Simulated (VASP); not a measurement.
# Sn2Bi2O (C222) in VASP: relaxation of cell and atoms with PBE

Aim: the relaxation of cell and atoms of Sn2Bi2O with PBE.

Program: VASP 6.6.1. These are calculated values, not measurements. Logs are shortened: lines on timing, memory, paths and dates and some standing lists are left out, and cuts for length are marked.

### 1 The cell of the first run

Symmetry: C222, No. 21, orthorhombic system. Conventional cell: a = 6.320 Å, b = 6.887 Å, c = 6.077 Å, α = 90.00°, β = 90.00°, γ = 90.00°. Sn (site symmetry 2) has 1 O at 1.62 Å within 2.2 Å. Within 3.8 Å of Bi (site symmetry 2) lie 2 Sn at 2.90 Å and 2 O at 3.30 Å and 4 Bi at 3.46 to 3.72 Å. O (site symmetry 222) has 2 Sn at 1.62 Å within 2.2 Å.

The cell was generated, and may not be a known phase.

### 2 Relaxation of cell and atoms, PBE

The input, INCAR:

```
PREC = Accurate
ENCUT = 600
EDIFF = 1E-6
ISMEAR = 0
SIGMA = 0.15
LREAL = False
LASPH = True
NELM = 60
ALGO = Normal
ISIF = 3
LWAVE = False
LCHARG = False
GGA = PE
IBRION = 2
NSW = 36
EDIFFG = -0.08
```

The input, KPOINTS:

```
regular mesh
0
Gamma
  3 3 2
```

The input, POSCAR:

```
Sn2Bi2O
1.0
    3.1598138700     -3.4436454000      0.0000000000
    3.1598138700      3.4436454000      0.0000000000
    0.0000000000      0.0000000000      6.0770693100
Sn Bi O
2 2 1
Direct
    0.2562384200      0.2562384200      0.5000000000
    0.7437615800      0.7437615800      0.5000000000
    0.0000000000      0.5000000000      0.1156602900
    0.5000000000      0.0000000000      0.8843397100
    0.0000000000      0.0000000000      0.5000000000
```

Potentials or basis: VASP PAW PBE potentials, release 64 (Sn_d, Bi_d, O).

Run with:

```console
> cat potpaw_PBE.64/Sn_d/POTCAR potpaw_PBE.64/Bi_d/POTCAR potpaw_PBE.64/O/POTCAR > POTCAR
> mpirun -np 1 vasp_std > vasp.out
```

OUTCAR:

```text
PREC = Accurate
   ENCUT = 600
   EDIFF = 1E-6
   ISMEAR = 0
   LREAL = False
   LASPH = True
   NELM = 60
   ISIF = 3
   GGA = PE
   IBRION = 2
   NSW = 36
   EDIFFG = -0.08

 ion  position               nearest neighbor table
   1  0.256  0.256  0.500-   5 1.62   4 2.90   3 2.90   2 3.08   2 3.24   2 3.44   2 3.44
   2  0.744  0.744  0.500-   5 1.62   4 2.90   3 2.90   1 3.08   1 3.24   1 3.44   1 3.44
   3  0.000  0.500  0.116-   1 2.90   2 2.90   4 3.46   4 3.46   4 3.72   4 3.72
   4  0.500  0.000  0.884-   1 2.90   2 2.90   3 3.46   3 3.46   3 3.72   3 3.72
   5  0.000  0.000  0.500-   1 1.62   2 1.62

  LATTYP: Found a base centered orthorhombic cell.
 ALAT       =     6.3196277400
 B/A-ratio  =     1.0898253953
 C/A-ratio  =     0.9616182408

  Lattice vectors:

 A1 = (   3.1598138700,  -3.4436454000,   0.0000000000)
 A2 = (   3.1598138700,   3.4436454000,   0.0000000000)
 A3 = (   0.0000000000,   0.0000000000,   6.0770693100)

Analysis of symmetry for initial positions (statically):
=====================================================================
 Subroutine PRICEL returns:
 Original cell was already a primitive cell.

 Routine SETGRP: Setting up the symmetry group for a
 base centered orthorhombic supercell.

 Subroutine GETGRP returns: Found  4 space group operations
 (whereof  4 operations were pure point group operations)
 out of a pool of  8 trial point group operations.

The static configuration has the point symmetry D_2 .

Analysis of symmetry for dynamics (positions and initial velocities):
=====================================================================
 Subroutine PRICEL returns:
 Original cell was already a primitive cell.

 Routine SETGRP: Setting up the symmetry group for a
 base centered orthorhombic supercell.

 Subroutine GETGRP returns: Found  4 space group operations
 (whereof  4 operations were pure point group operations)
 out of a pool of  8 trial point group operations.

The dynamic configuration has the point symmetry D_2 .

 Subroutine INISYM returns: Found  4 space group operations
 (whereof  4 operations are pure point group operations),
 and found     1 'primitive' translations

----------------------------------------------------------------------------------------

                                     Primitive cell

  volume of cell :     132.2526

  direct lattice vectors                    reciprocal lattice vectors
     3.159813870 -3.443645400  0.000000000     0.158237169 -0.145194973  0.000000000
[... 92 lines left out ...]
   IALGO  =     38    algorithm
   IMIX   =      4    mixing-type and parameters
     AMIX     =   0.40;   BMIX     =  1.00
     AMIX_MAG =   1.60;   BMIX_MAG =  1.00
  volume/ion in A,a.u.               =      26.45       178.50
  Fermi-wavevector in a.u.,A,eV,Ry     =   1.285287  2.428840 22.476317  1.651963
  Thomas-Fermi vector in A             =   2.417430
   LORBIT       =      0    0 simple, 1 ext, 2 COOP (PROOUT), +10 PAW based schemes
   GGA     = PE    functional components
   LHFCALC =     F    Hartree Fock is set to
   AEXX    =    0.0000 exact exchange contribution
   IVDW    =     0    specifies the selected vdW correction
   LEPSILON=     F    determine dielectric tensor
   LRPA    =     F    only Hartree local field effects (RPA)
 conjugate gradient relaxation of ions
 non-spin polarized calculation
 Gauss-broadening in eV      SIGMA  =   0.15
  energy-cutoff  :      600.00
  volume of cell :      132.25
 maximum number of plane-waves:      4453
 NGX is ok and might be reduce to    40
   NGX = 19   NGY = 19   NGZ = 25

--------------------------------------- Ionic step        1  -------------------------------------------

 number of electron      64.0000013 magnetization

 Free energy of the ion-electron system (eV)
  ---------------------------------------------------
  ext. energy  EPLUGINS =         0.00000000
  ---------------------------------------------------
  free energy    TOTEN  =       -15.32749585 eV

  energy without entropy =      -15.27884914  energy(sigma->0) =      -15.30317249

------------------------ aborting loop because EDIFF is reached ----------------------------------------

  FORCE on cell =-STRESS in cart. coord.  units (eV):
  Direction    XX          YY          ZZ          XY          YZ          ZX
  --------------------------------------------------------------------------------------
  -------------------------------------------------------------------------------------
  Total       58.7739225      4.7724628      4.4687785      0.0000000      0.0000000      0.0000000
  in kB      712.0182858     57.8161309     54.1371393      0.0000000      0.0000000      0.0000000
  external PRESSURE =     274.6571853 kB  Pullay stress =       0.0000000 kB
[... 98 lines left out ...]
  FREE ENERGIE OF THE ION-ELECTRON SYSTEM (eV)
  ---------------------------------------------------
  free  energy   TOTEN  =       -14.6008224362 eV

  energy  without entropy=      -14.5209080372  energy(sigma->0) =      -14.56086524

 E-fermi :   4.7464     XC(G=0):  -8.9983

 val. band max:        4.6178473123   @ k =   0.3333   0.3333   0.0000
 cond. band min:       4.7765922208   @ k =   0.0000   0.0000   0.5000
 fundamental gap:      0.1587449084
 Fermi energy:         4.7464485802

 k-point     1 :       0.0000    0.0000    0.0000
  band No.  band energies     occupation
      1     -18.0687      2.00000
      2     -18.0516      2.00000
      3     -18.0463      2.00000
      4     -18.0296      2.00000
      5     -18.0222      2.00000
      6     -18.0114      2.00000
[... 317 lines left out ...]
     37       7.7315      0.00000
     38       8.5080      0.00000

[... ionic steps 4 to 21 ...]

--------------------------------------- Ionic step       22  -------------------------------------------

 number of electron      64.0000016 magnetization

------------------------ aborting loop because EDIFF is reached ----------------------------------------
[... 73 lines left out ...]
--------------------------------------- Ionic step       24  -------------------------------------------

 number of electron      64.0000011 magnetization

 Free energy of the ion-electron system (eV)
  ---------------------------------------------------
  ext. energy  EPLUGINS =         0.00000000
  ---------------------------------------------------
  free energy    TOTEN  =       -21.57211383 eV

  energy without entropy =      -21.54423901  energy(sigma->0) =      -21.55817642

 E-fermi :   6.1076     XC(G=0):  -9.5539

 val. band max:        6.0767443404   @ k =   0.3333  -0.0000   0.5000
 cond. band min:       6.4171025203   @ k =   0.3333  -0.0000   0.5000
 fundamental gap:      0.3403581799
 Fermi energy:         6.1075524662

 k-point     1 :       0.0000    0.0000    0.0000
  band No.  band energies     occupation
      1     -16.9974      2.00000
      2     -16.9208      2.00000
      3     -16.8419      2.00000
      4     -16.8301      2.00000
      5     -16.7851      2.00000
      6     -16.7830      2.00000
[... 349 lines left out ...]
  FREE ENERGIE OF THE ION-ELECTRON SYSTEM (eV)
  ---------------------------------------------------
  free  energy   TOTEN  =       -21.5721138315 eV

  energy  without entropy=      -21.5442390142  energy(sigma->0) =      -21.55817642

 reached required accuracy - stopping structural energy minimisation
```

OSZICAR:

```text
N       E                     dE             d eps       ncg     rms          rms(c)
DAV:   1     0.831773734241E+03    0.83177E+03   -0.35604E+04   614   0.258E+03
DAV:   2     0.109961240476E+03   -0.72181E+03   -0.70464E+03   616   0.679E+02
DAV:   3    -0.117975923611E+02   -0.12176E+03   -0.11863E+03   710   0.253E+02
[... 305 lines left out ...]
DAV:   4    -0.215721048896E+02    0.81536E-04   -0.49659E-04   794   0.206E-01    0.198E-02
DAV:   5    -0.215721138012E+02   -0.89116E-05   -0.13316E-04   814   0.708E-02    0.149E-02
DAV:   6    -0.215721117957E+02    0.20054E-05   -0.16636E-05   728   0.276E-02    0.508E-03
DAV:   7    -0.215721139064E+02   -0.21107E-05   -0.29566E-06   510   0.122E-02    0.142E-03
DAV:   8    -0.215721138315E+02    0.74884E-07   -0.52920E-07   404   0.656E-03
  24 F= -.21572114E+02 E0= -.21558176E+02  d E =-.200388E-02
```

CONTCAR:

```text
Sn2Bi2O
   1.00000000000000
     3.8192529532784762   -3.2975133004074664    0.0000000000000000
     3.8192529532784762    3.2975133004074664    0.0000000000000000
     0.0000000000000000    0.0000000000000000    5.6489846425680916
  Sn              Bi              O
     2     2     1
Direct
     0.2590091023066550    0.2590091023066550    0.5000000000000000
     0.7409908976933447    0.7409908976933447    0.5000000000000000
     0.0000000000000000    0.5000000000000000    0.0034367102044163
     0.5000000000000000    0.0000000000000000    0.9965632897955836
     0.0000000000000000    0.0000000000000000    0.5000000000000000

  0.00000000E+00  0.00000000E+00  0.00000000E+00
  0.00000000E+00  0.00000000E+00  0.00000000E+00
  0.00000000E+00  0.00000000E+00  0.00000000E+00
  0.00000000E+00  0.00000000E+00  0.00000000E+00
  0.00000000E+00  0.00000000E+00  0.00000000E+00
```

Wall time 21 min (1 thread of Intel Xeon Platinum 8488C (Sapphire Rapids), shared host); peak memory 0.31 GiB.

Results:

| Quantity | Value |
| --- | --- |
| Free energy | -21.5721 eV |
| Relaxed volume | 28.46 Å³/atom |
| Relaxed cell | a = 5.046 Å, b = 5.046 Å, c = 5.649 Å, α = 90.00°, β = 90.00°, γ = 81.61° |
| Space group after relaxing (to 0.1 Å) | Cmmm (No. 65) |
| Energy gained by relaxing | 1248.9 meV/atom |
| Ionic steps | 24 |
| Pressure after relaxing | 0.2 GPa |
| Largest force after relaxing | 0.076 eV/Å |
| Band gap on the k mesh | zero (bands 32 and 33 overlap by 1.57 eV) |

Forces in eV/Å, atoms in the order of the input:
```
Sn   0.076  0.000  0.000
Sn  -0.076  0.000  0.000
Bi   0.000  0.000 -0.069
Bi   0.000  0.000  0.069
O    0.000  0.000  0.000
```

The path:
```tsv
step	energy change (eV)	largest force (eV/Å)	pressure (GPa)	volume (Å³)
1	0.0000	16.4356	27.47	132.25
2	1.9891	7.1009	-4.09	226.14
3	0.7267	5.2375	-4.61	212.46
4	-0.1321	4.3513	-4.86	202.10
5	-3.1057	3.7912	-3.87	166.15
6	-4.4570	3.0332	-0.28	148.95
7	-4.5934	1.6603	4.59	140.54
8	-4.6259	2.1650	2.26	143.86
9	-4.6310	1.9917	2.70	143.16
10	-5.0731	1.3274	-1.24	152.79
11	-5.1852	1.1671	-3.15	161.31
12	-5.5359	1.2183	-0.19	154.29
13	-5.5407	1.2195	0.30	153.46
14	-5.8255	1.1499	0.47	149.55
15	-6.1682	0.8715	2.95	137.52
16	-6.1721	0.8557	1.80	140.22
17	-6.1816	0.8554	2.29	138.94
18	-6.1034	1.2206	-2.73	147.97
19	-6.2337	0.1624	0.09	142.25
20	-6.2337	0.1640	0.12	142.16
21	-6.2425	0.1120	-0.16	143.20
22	-6.2426	0.1078	-0.18	143.30
23	-6.2442	0.0861	0.03	142.72
24	-6.2446	0.0760	0.19	142.29
```

Final structure:
```
CELL_PARAMETERS angstrom
3.81925 -3.29751 0.00000
3.81925 3.29751 0.00000
0.00000 0.00000 5.64898
ATOMIC_POSITIONS crystal
Sn 0.25901 0.25901 0.50000
Sn 0.74099 0.74099 0.50000
Bi 0.00000 0.50000 0.00344
Bi 0.50000 0.00000 0.99656
O 0.00000 0.00000 0.50000
```

Levels at points of the mesh, in eV from the Fermi level:
```
           k point  band 28  band 29  band 30  band 31  band 32  band 33  band 34  band 35  band 36  band 37
(0.00, 0.00, 0.00)    -3.12    -1.89    -1.33    -1.00    -0.95    -0.10     0.75     1.39     1.61     3.06
(0.00, 0.00, 0.50)    -3.13    -2.98    -2.18    -1.17     0.32     1.14     1.39     2.49     3.82     3.83
```

Caveat: the k points lie up to 0.56 Å⁻¹ apart in the final cell, too coarse for converged energies and pressures of a metal; spin-orbit coupling is left out, which moves the levels of the heavy elements; the relaxation stopped at a loose force limit of 0.08 eV/Å, so its end isn't a converged minimum.

The gap in the log of VASP goes by the Fermi energy; the results here count the filled bands.